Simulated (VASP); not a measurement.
# HfN (Fm-3m) in VASP: notebook

The runs below take HfN through single point, relaxation of cell and atoms, with PBE.

Everything below comes from runs of VASP 6.6.1. Logs are shortened: lines on timing, memory, paths and dates and some standing lists are left out, and cuts for length are marked.

## 1. The cell of the first run

The structure is cubic, space group Fm-3m (No. 225). Conventional cell: a = 4.549 Å, b = 4.549 Å, c = 4.549 Å, α = 90.00°, β = 90.00°, γ = 90.00°. Hf (site symmetry m-3m) has 6 N at 2.27 Å within 3.0 Å. Within 3.0 Å of N (site symmetry m-3m) lie 6 Hf at 2.27 Å.

## 2. Single point, PBE

INCAR reads:

```
  ALGO = Normal
  EDIFF = 1E-6
  ENCUT = 520
  GGA = PE
  ISIF = 2
  ISMEAR = -1
  LASPH = True
  LCHARG = False
  LREAL = False
  LWAVE = False
  NBANDS = 14
  NELM = 100
  PREC = Accurate
  SIGMA = 0.15
```

KPOINTS reads:

```
k-points
0
Gamma
  16 16 16
```

POSCAR reads:

```
HfN
1.0
    0.0000000000      2.2743602385      2.2743602385
    2.2743602385      0.0000000000      2.2743602385
    2.2743602385      2.2743602385      0.0000000000
Hf N
1 1
Direct
    0.0000000000      0.0000000000      0.0000000000
    0.5000000000      0.5000000000      0.5000000000
```

Potentials or basis: VASP PAW PBE potentials, release 64 (Hf_pv, N).

Started as:

```console
cat potpaw_PBE.64/Hf_pv/POTCAR potpaw_PBE.64/N/POTCAR > POTCAR
mpirun -np 1 vasp_std > vasp.out
```

OUTCAR:

```text
EDIFF = 1E-6
   ENCUT = 520
   GGA = PE
   ISIF = 2
   ISMEAR = -1
   LASPH = True
   LREAL = False
   NELM = 100
   PREC = Accurate

 ion  position               nearest neighbor table
   1  0.000  0.000  0.000-   2 2.27   2 2.27   2 2.27   2 2.27   2 2.27   2 2.27
   2  0.500  0.500  0.500-   1 2.27   1 2.27   1 2.27   1 2.27   1 2.27   1 2.27

  LATTYP: Found a face centered cubic cell.
 ALAT       =     4.5487204770

  Lattice vectors:

 A1 = (   0.0000000000,   2.2743602385,   2.2743602385)
 A2 = (   2.2743602385,   0.0000000000,   2.2743602385)
 A3 = (   2.2743602385,   2.2743602385,   0.0000000000)

Analysis of symmetry for initial positions (statically):
=====================================================================
 Subroutine PRICEL returns:
 Original cell was already a primitive cell.

 Routine SETGRP: Setting up the symmetry group for a
 face centered cubic supercell.

 Subroutine GETGRP returns: Found 48 space group operations
[... 9 lines left out ...]

 Routine SETGRP: Setting up the symmetry group for a
 face centered cubic supercell.

 Subroutine GETGRP returns: Found 48 space group operations
[... 11 lines left out ...]
                                     Primitive cell

  volume of cell :      23.5292

  direct lattice vectors                    reciprocal lattice vectors
     0.000000000  2.274360238  2.274360238    -0.219842042  0.219842042  0.219842042
     2.274360238  0.000000000  2.274360238     0.219842042 -0.219842042  0.219842042
     2.274360238  2.274360238  0.000000000     0.219842042  0.219842042 -0.219842042

  length of vectors
     3.216431095  3.216431095  3.216431095     0.380777587  0.380777587  0.380777587

  position of ions in fractional coordinates (direct lattice)
     0.000000000  0.000000000  0.000000000
     0.500000000  0.500000000  0.500000000

  ion indices of the primitive-cell ions
   primitive index   ion index
                 1           1
                 2           2

----------------------------------------------------------------------------------------

 KPOINTS: k-points

Automatic generation of k-mesh.
 Grid dimensions read from file:
 generate k-points for:   16   16   16

 Generating k-lattice:

  Cartesian coordinates                     Fractional coordinates (reciprocal lattice)
    -0.013740128  0.013740128  0.013740128     0.062500000  0.000000000  0.000000000
     0.013740128 -0.013740128  0.013740128     0.000000000  0.062500000  0.000000000
     0.013740128  0.013740128 -0.013740128     0.000000000  0.000000000  0.062500000

  Length of vectors
     0.023798599  0.023798599  0.023798599

  Shift w.r.t. Gamma in fractional coordinates (k-lattice)
     0.000000000  0.000000000  0.000000000

 Subroutine IBZKPT returns following result:
 ===========================================

 Found    145 irreducible k-points:

 Following reciprocal coordinates:
            Coordinates               Weight
  0.000000  0.000000  0.000000      1.000000
  0.062500  0.000000  0.000000      8.000000
  0.125000  0.000000  0.000000      8.000000
  0.187500  0.000000  0.000000      8.000000
  0.250000  0.000000  0.000000      8.000000
  0.312500  0.000000  0.000000      8.000000
[... 16 lines left out ...]
 -0.125000  0.062500  0.000000     24.000000
 -0.062500  0.062500  0.000000     12.000000
 [... further k-points ...]
   k-points           NKPTS =    145   k-points in BZ     NKDIM =    145   number of bands    NBANDS=     14
   number of dos      NEDOS =    301   number of ions     NIONS =      2
   total plane-waves  NPLWV =  13824
   dimension x,y,z NGX =    24 NGY =   24 NGZ =   24
   dimension x,y,z NGXF=    48 NGYF=   48 NGZF=   48
   ions per type =               1   1
   NGX,Y,Z   is equivalent  to a cutoff of  12.40, 12.40, 12.40 a.u.
   NGXF,Y,Z  is equivalent  to a cutoff of  24.81, 24.81, 24.81 a.u.
 SYSTEM =  unknown system
   PREC   = accura    normal or accurate (medium, high low for compatibility)
   ISTART =      0    job   : 0-new  1-cont  2-samecut
   ICHARG =      2    charge: 1-file 2-atom 10-const
   ISPIN  =      1    spin polarized calculation?
   LNONCOLLINEAR =      F non collinear calculations
   LSORBIT =      F    spin-orbit coupling
   LASPH  =      T    aspherical Exc in radial PAW
   ENCUT  =  520.0 eV  38.22 Ry    6.18 a.u.   5.98  5.98  5.98*2*pi/ulx,y,z
   NELM   =    100;   NELMIN=  2; NELMDL= -5     # of ELM steps
   EDIFF  = 0.1E-05   stopping-criterion for ELM
   LREAL  =      F    real-space projection
   EDIFFG = 0.1E-04   stopping-criterion for IOM
   NSW    =      0    number of steps for IOM
   IBRION =     -1    ionic relax: 0-MD 1-quasi-New 2-CG
   NFREE  =      0    steps in history (QN), initial steepest desc. (CG)
   ISIF   =      2    stress and relaxation
   ISYM   =      2    0-nonsym 1-usesym 2-fastsym
   POTIM  = 0.5000    time-step for ionic-motion
   TEBEG  =    0.0;   TEEND  =   0.0 temperature during run
   PSTRESS=    0.0 pullay stress
   NELECT =      15.0000    total number of electrons
   NUPDOWN=      -1.0000    fix difference up-down
   EMIN   =  10.00;   EMAX   =-10.00  energy-range for DOS
   EFERMI =   0.00;   METHOD = LEGACY
   ISMEAR =    -1;   SIGMA  =   0.15  broadening in eV -4-tet -1-fermi 0-gaus
   EFERMI_NEDOS =   21; number of points for ismear=-14 and -15
   IALGO  =     38    algorithm
   IMIX   =      4    mixing-type and parameters
     AMIX     =   0.40;   BMIX     =  1.00
     AMIX_MAG =   1.60;   BMIX_MAG =  1.00
  volume/ion in A,a.u.               =      11.76        79.39
  Fermi-wavevector in a.u.,A,eV,Ry     =   1.408973  2.662573 27.010352  1.985205
  Thomas-Fermi vector in A             =   2.531076
   LORBIT       =      0    0 simple, 1 ext, 2 COOP (PROOUT), +10 PAW based schemes
   GGA     = PE    functional components
   LHFCALC =     F    Hartree Fock is set to
   AEXX    =    0.0000 exact exchange contribution
   IVDW    =     0    specifies the selected vdW correction
   LEPSILON=     F    determine dielectric tensor
   LRPA    =     F    only Hartree local field effects (RPA)
 non-spin polarized calculation
  energy-cutoff  :      520.00
  volume of cell :       23.53
 maximum number of plane-waves:       648
   NGX = 11   NGY = 11   NGZ = 11

 number of electron      15.0000000 magnetization

 Free energy of the ion-electron system (eV)
  ---------------------------------------------------
  ext. energy  EPLUGINS =         0.00000000
  ---------------------------------------------------
  free energy    TOTEN  =       -21.77900738 eV

  energy without entropy =      -21.73445488  energy(sigma->0) =      -21.75673113

 E-fermi :   8.2072     XC(G=0): -12.6257

 val. band max:        8.2044809023   @ k =  -0.1250   0.0625   0.0000
 cond. band min:       8.2084511395   @ k =   0.3750   0.1250   0.0000
 fundamental gap:      0.0039702372
 Fermi energy:         8.2071714784

 k-point     1 :       0.0000    0.0000    0.0000
  band No.  band energies     occupation
      1     -23.0265      2.00000
      2     -23.0265      2.00000
      3     -23.0265      2.00000
      4      -9.1854      2.00000
      5       5.2003      2.00000
      6       5.2003      2.00000
      7       5.2003      2.00000
      8       7.8694      1.80963
      9       7.8694      1.80963
     10       7.8694      1.80963
     11       9.8087      0.00005
     12      10.1248      0.00001
     13      10.1248      0.00001
     14      17.7197      0.00000

 k-point     2 :       0.0625    0.0000    0.0000
  band No.  band energies     occupation
      1     -23.0635      2.00000
      2     -23.0296      2.00000
      3     -23.0296      2.00000
      4      -9.0990      2.00000
      5       4.7971      2.00000
      6       4.9726      2.00000
      7       4.9726      2.00000
      8       7.9763      1.64678
      9       8.0007      1.59680
     10       8.0007      1.59680
     11      10.1048      0.00001
     12      10.4203      0.00000
     13      10.4203      0.00000
     14      18.0196      0.00000

 k-point     3 :       0.1250    0.0000    0.0000
  band No.  band energies     occupation
      1     -23.1673      2.00000
      2     -23.0386      2.00000
      3     -23.0386      2.00000
      4      -8.8504      2.00000
      5       3.8960      2.00000
      6       4.4427      2.00000
      7       4.4427      2.00000
      8       8.1578      1.16305
      9       8.3469      0.56536
     10       8.3469      0.56536
     11      10.8530      0.00000
     12      11.1911      0.00000
     13      11.1911      0.00000
     14      18.8520      0.00000

 k-point     4 :       0.1875    0.0000    0.0000
  band No.  band energies     occupation
      1     -23.3183      2.00000
      2     -23.0518      2.00000
      3     -23.0518      2.00000
      4      -8.4698      2.00000
      5       2.8501      2.00000
      6       3.8297      2.00000
      7       3.8297      2.00000
      8       8.3892      0.45805
      9       8.8599      0.02545
     10       8.8599      0.02545
     11      11.7812      0.00000
     12      12.2320      0.00000
     13      12.2320      0.00000
     14      19.9991      0.00000

 k-point     5 :       0.2500    0.0000    0.0000
  band No.  band energies     occupation
      1     -23.4903      2.00000
      2     -23.0674      2.00000
      3     -23.0674      2.00000
      4      -8.0018      2.00000
      5       1.8202      2.00000
      6       3.2543      2.00000
      7       3.2543      2.00000
      8       8.7464      0.05344
      9       9.5121      0.00033
     10       9.5121      0.00033
     11      12.6690      0.00000
[... 276 lines left out ...]
 k-point    22 :      -0.1875    0.0625    0.0000
  band No.  band energies     occupation
      1     -23.3809      2.00000
      2     -23.0907      2.00000
      3     -23.0454      2.00000
      4      -8.2736      2.00000
      5       2.3565      2.00000
      6       3.4145      2.00000
      7       3.8361      2.00000
      8       8.4321      0.36507
      9       8.8042      0.03667
     10       9.6798      0.00011
     11      11.4323      0.00000
     12      12.8200      0.00000
     13      13.2563      0.00000
     14      20.3293      0.00000

 k-point    23 :      -0.1250    0.0625    0.0000
  band No.  band energies     occupation
      1     -23.2276      2.00000
      2     -23.0703      2.00000
      3     -23.0339      2.00000
      4      -8.6736      2.00000
      5       3.3121      2.00000
      6       3.9878      2.00000
      7       4.4108      2.00000
      8       8.2045      1.00897
      9       8.3228      0.63266
     10       9.0190      0.00889
     11      10.5880      0.00000
     12      11.8356      0.00000
     13      12.1246      0.00000
     14      19.4370      0.00000

 k-point    24 :      -0.0625    0.0625    0.0000
  band No.  band energies     occupation
      1     -23.1148      2.00000
      2     -23.0488      2.00000
      3     -23.0284      2.00000
      4      -8.9605      2.00000
      5       4.1944      2.00000
      6       4.5580      2.00000
      7       4.8603      2.00000
      8       8.0269      1.53781
      9       8.0396      1.50682
     10       8.4632      0.30715
     11      10.1425      0.00000
     12      10.9197      0.00000
     13      11.1293      0.00000
     14      18.4951      0.00000

 [... further k-points ...]
[... 5 lines left out ...]
  --------------------------------------------------------------------------------------
  -------------------------------------------------------------------------------------
  Total       -0.3435374     -0.3435374     -0.3435374      0.0000000      0.0000000      0.0000000
  in kB      -23.3925084    -23.3925084    -23.3925084      0.0000000      0.0000000      0.0000000
  external PRESSURE =     -23.3925084 kB  Pullay stress =       0.0000000 kB

 VOLUME and BASIS-vectors are now :
 -----------------------------------------------------------------------------
  energy-cutoff  :      520.00
  volume of cell :       23.53
      direct lattice vectors                 reciprocal lattice vectors
     0.000000000  2.274360238  2.274360238    -0.219842042  0.219842042  0.219842042
     2.274360238  0.000000000  2.274360238     0.219842042 -0.219842042  0.219842042
     2.274360238  2.274360238  0.000000000     0.219842042  0.219842042 -0.219842042

 POSITION                                       TOTAL-FORCE (eV/Angst)
 -----------------------------------------------------------------------------------
      0.00000      0.00000      0.00000         0.000000      0.000000      0.000000
      2.27436      2.27436      2.27436         0.000000      0.000000      0.000000
 -----------------------------------------------------------------------------------
    total drift:                                0.000000     -0.000000     -0.000000

  FREE ENERGIE OF THE ION-ELECTRON SYSTEM (eV)
  ---------------------------------------------------
  free  energy   TOTEN  =       -21.7790073791 eV

  energy  without entropy=      -21.7344548771  energy(sigma->0) =      -21.75673113
```

Run time: 79 s. Hardware: 1 thread of AMD EPYC 7R13, shared host; peak memory 0.15 GiB.

What came out:

- Free energy: -21.7790 eV
- Pressure: -2.3 GPa

Caveat: spin-orbit coupling is left out, which moves the levels of the heavy elements.

## 3. Relaxation of cell and atoms, PBE

INCAR reads:

```
PREC     = Accurate       # precision mode
ENCUT    = 600            # plane-wave cutoff, eV
EDIFF    = 1E-6           # SCF threshold, eV
ISMEAR   = -1             # smearing method
SIGMA    = 0.15           # smearing width, eV
LREAL    = False          # projectors in reciprocal space
LASPH    = True           # aspherical terms in the spheres
NELM     = 100            # most SCF steps
ALGO     = Normal         # electronic algorithm
ISIF     = 3              # what is computed and relaxed
LWAVE    = False          # write WAVECAR
LCHARG   = False          # write CHGCAR
GGA      = PE             # functional
IBRION   = 2              # ionic algorithm
NSW      = 80             # ionic steps
EDIFFG   = -0.001         # ionic threshold
```

KPOINTS reads:

```
regular mesh
0
Gamma
  16 16 16
```

POSCAR reads:

```
HfN
1.0
    0.0000000000      2.2738965898      2.2738965898
    2.2738965898      0.0000000000      2.2738965898
    2.2738965898      2.2738965898      0.0000000000
Hf N
1 1
Direct
    0.0000000000      0.0000000000      0.0000000000
    0.5000000000      0.5000000000      0.5000000000
```

Potentials or basis: VASP PAW PBE potentials, release 64 (Hf_pv, N).

Started as:

```console
cat potpaw_PBE.64/Hf_pv/POTCAR potpaw_PBE.64/N/POTCAR > POTCAR
mpirun -np 1 vasp_std > vasp.out
```

It took 3.2 min on 1 thread of AMD EPYC 7R13, shared host; peak memory 0.18 GiB.

It converged, with:

* Free energy: -21.7826 eV
* Relaxed volume: 11.66 Å³/atom
* Relaxed cell: a = 3.207 Å, b = 3.207 Å, c = 3.207 Å, α = 60.00°, β = 60.00°, γ = 60.00°
* Space group after relaxing (to 0.05 Å): Fm-3m (No. 225)
* Energy gained by relaxing: 0.7 meV/atom
* Ionic steps: 3
* Pressure after relaxing: 0.0 GPa

The path:
| step | energy change (eV) | largest force (eV/Å) | pressure (GPa) | volume (Å³) |
| --- | --- | --- | --- | --- |
| 1 | 0.0000 | 0.0000 | -2.28 | 23.51 |
| 2 | 0.0034 | 0.0000 | 4.38 | 22.95 |
| 3 | -0.0015 | 0.0000 | 0.00 | 23.31 |

Final structure:
```xyz
2
Lattice="0.0000 2.2674 2.2674 2.2674 0.0000 2.2674 2.2674 2.2674 0.0000" Properties=species:S:1:pos:R:3 pbc="T T T"
Hf    0.0000    0.0000    0.0000
N     2.2674    2.2674    2.2674
```

Levels at points of the mesh, in eV from the Fermi level:
```
           k point  band 6  band 7  band 8  band 9  band 10  band 11
(0.00, 0.00, 0.00)   -3.02   -3.02   -0.34   -0.34    -0.34     1.69
(0.50, 0.00, 0.00)   -6.13   -6.13    3.22    3.65     3.65     4.37
(0.50, 0.50, 0.00)   -3.76   -3.69   -3.69    4.04     5.44     5.46
```

Caveat: spin-orbit coupling is left out, which moves the levels of the heavy elements.
